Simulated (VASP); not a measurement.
Write the native input for VASP 6.6.1 that does the following.

```yaml
Task: single point
Functional: PBE
Potentials_or_basis: VASP PAW PBE potentials, release 64 (Te, W_sv)
Cutoff: 520 eV
k_mesh: 8 × 8 × 8
Occupations: gaussian, width 0.1 eV
Spin: no spin polarisation
Dipole_correction: no
Further_INCAR_settings: ALGO = Normal; EDIFF = 1e-06; NBANDS = 27
```

The structure of Te4W lies in POSCAR:

```
Te4W
1.0
    5.2939608965      0.0000000000      0.0000000000
    0.0000000000      5.2939608965      0.0000000000
    0.0000000000      0.0000000000      5.2939608965
Te W
4 1
Direct
    0.0000000000      0.0000000000      0.0000000000
    0.5000000000      0.5000000000      0.0000000000
    0.5000000000      0.0000000000      0.5000000000
    0.0000000000      0.5000000000      0.5000000000
    0.5000000000      0.5000000000      0.5000000000
```

The input as run:

INCAR

```
SYSTEM = Te4W
PREC = Accurate ; ENCUT = 520
EDIFF = 1E-6 ; ISMEAR = 0
SIGMA = 0.1 ; LREAL = .False.
LASPH = .True. ; NELM = 100
ALGO = Normal ; ISIF = 2
LWAVE = .False. ; LCHARG = .True.
GGA = PE ; LELF = .True.
LVHAR = .True. ; NBANDS = 27
```

KPOINTS

```
regular mesh
0
Gamma
  8 8 8
  0 0 0
```

Potentials or basis: VASP PAW PBE potentials, release 64 (Te, W_sv).

Run with:

```console
$ cat potpaw_PBE.64/Te/POTCAR potpaw_PBE.64/W_sv/POTCAR > POTCAR
$ mpirun -np 1 vasp_std > vasp.out
```

It gave:

```
Pressure               : -0.1 GPa
Band gap on the k mesh : zero (band 19 reaches 7.20 eV, above the bottom of band 20 at 5.28 eV)
```

Caveat: spin-orbit coupling is left out, which moves the levels of the heavy elements.

Run time: 85 s on 1 thread of Intel(R) Xeon(R) Platinum 8375C CPU @ 2.90GHz (Ice Lake) (shared host), peak memory 0.31 GiB.
